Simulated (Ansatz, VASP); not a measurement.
# AlN: VASP beside Ansatz

POSCAR

```
AlN
1.0
   -0.1637995170      2.1839935596      2.1839935596
    2.0201940426      0.0000000000      2.0201940426
    2.1839935596      2.1839935596     -0.1637995170
Al N
1 1
Direct
    0.0000000000      0.0000000000      0.0000000000
    0.7500000000      0.7500000000      0.7500000000
```

Contents of INCAR.step1:

```
ALGO = Normal
EDIFF = 1E-4
ENCUT = 520
GGA = PE
ISMEAR = 0
LASPH = True
LCHARG = False
LREAL = False
LWAVE = True
NBANDS = 11
NELM = 100
PREC = Accurate
SIGMA = 0.05
```

The input INCAR.step2:

```
ALGO = Normal
EDIFF = 1E-6
ENCUT = 520
ISIF = 2
ISMEAR = 0
ISTART = 1
LASPH = True
LCHARG = True
LELF = True
LMIXTAU = True
LREAL = False
LVHAR = True
LWAVE = False
METAGGA = R2SCAN
NBANDS = 11
NELM = 100
PREC = Accurate
SIGMA = 0.05
```

The input KPOINTS:

```
k-points
0
Gamma
  10 10 10
```

Input for Ansatz:

```yaml
crystal:
  lattice:
    - [-0.163799517, 2.1839935596, 2.1839935596]
    - [2.0201940426, 0.0, 2.0201940426]
    - [2.1839935596, 2.1839935596, -0.163799517]
  atoms:
    - { symbol: Al, position: [0.0, 0.0, 0.0] }
    - { symbol: "N", position: [0.75, 0.75, 0.75] }
basis:
  ecutwfc: 500
kpoints:
  mp_grid: { grid: [10, 10, 10] }
hamiltonian:
  xc: r2scan
scf:
  occupations: { method: gaussian, width: 0.05 }
output:
  forces: true
  stress: true
  eigenvalues: true
```

Change from the starting cell: strain -0.1500 x Voigt [0, 0, 0, 0, 1, 0], atoms carried along.

Alike in both runs: task single point; functional r2SCAN; k mesh 10 × 10 × 10; occupations gaussian, width 0.05 eV; no spin polarisation.

|  | VASP | Ansatz |
| --- | --- | --- |
| version | VASP 6.6.1 | Ansatz 0.2.0 |
| potentials or method | VASP PAW PBE potentials, release 64 (Al, N), cutoff 520 eV | scalar-relativistic, plane waves, PAW |
| valence electrons in the cell | 8 | 8 |

|  | VASP | Ansatz | Ansatz less VASP |
| --- | --- | --- | --- |
| gap on the k mesh at the Fermi level (eV) | 3.01 | 3.03 | +0.018 |
| least direct gap on the mesh (eV) | 3.96 | 3.94 | -0.027 |
| pressure (GPa) | 6.0 | 6.2 | +0.25 |
| traceless stress, the component that is largest in VASP (GPa) | 36.74 | 36.29 | -0.449 |
| rms of the force components (eV/Å) | 0.821 | 0.804 | -0.0179 |

VASP's potentials were made for PBE, not for r2SCAN. Atom by atom the forces differ by 0.018 eV/Å (rms over components).
